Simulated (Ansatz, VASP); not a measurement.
# BAs: VASP beside Ansatz

```
CELL_PARAMETERS angstrom
0.00000 2.38850 2.38850
2.38850 0.00000 2.38850
2.38850 2.38850 0.00000
ATOMIC_POSITIONS crystal
B 0.00000 0.00000 0.00000
As 0.75000 0.75000 0.75000
```

Alike in both runs: task electric field gradients; functional r2SCAN; k mesh 15 × 15 × 15; occupations fermi-dirac, width 0.03 eV; no spin polarisation.

|  | VASP | Ansatz |
| --- | --- | --- |
| version | VASP 6.6.1 | Ansatz 0.2.0 |
| potentials or method | VASP PAW PBE potentials, release 64 (B, As) | PAW with Ansatz's default frozen-core files, scalar-relativistic |
| plane-wave cutoff (eV) | 520 | 500 |
| valence electrons in the cell | 8 | 18 |

VASP gave:

* gap on the k mesh at the Fermi level (eV): 1.37
* pressure (GPa): 0.9

Q: Which values does Ansatz return?

A: gap on the k mesh at the Fermi level (eV): 1.37; pressure (GPa): 0.6.

VASP's potentials were made for PBE, not for r2SCAN. With one functional, cell and mesh, what is left measures potentials, basis and numerics. VASP's potentials hold 8 valence electrons a cell and Ansatz's 18, so a difference there can come from the potentials and not from the codes.
